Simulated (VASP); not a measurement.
Input of a VASP 6.6.1 run:

INCAR

```
ALGO     = Normal         # electronic algorithm
EDIFF    = 1E-6           # SCF threshold, eV
ENCUT    = 520            # plane-wave cutoff, eV
GGA      = PE             # functional
ISIF     = 2              # what is computed and relaxed
ISMEAR   = 0              # smearing method
LASPH    = True           # aspherical terms in the spheres
LCHARG   = False          # write CHGCAR
LREAL    = False          # projectors in reciprocal space
LWAVE    = False          # write WAVECAR
NBANDS   = 15             # bands
NELM     = 100            # most SCF steps
PREC     = Accurate       # precision mode
SIGMA    = 0.1            # smearing width, eV
```

KPOINTS

```
k-points
0
Gamma
  12 12 10
```

File POSCAR:

```
CoBr
1.0
    3.3059355758      0.0000000000      0.0000000000
   -1.6529677879      2.8630241919      0.0000000000
    0.0000000000      0.0000000000      4.4364053626
Co Br
1 1
Direct
    0.0000000000      0.0000000000      0.0000000000
    0.0000000000      0.0000000000      0.5000000000
```

Potentials or basis: VASP PAW PBE potentials, release 64 (Co, Br).

Run with:

```bash
$ cat potpaw_PBE.64/Co/POTCAR potpaw_PBE.64/Br/POTCAR > POTCAR
$ mpirun -np 1 vasp_std > vasp.out
```

(1) Estimate the pressure.

(2) What does it give for the band gap on the k mesh?

Answers

(1) 0.2 GPa.

(2) zero (bands 8 and 9 overlap by 1.30 eV).

Caveat: the run has no spin polarisation, though such a crystal can be magnetic; semilocal functionals often make such compounds metallic where correlation or magnetic order opens a gap, which also shifts bond lengths.
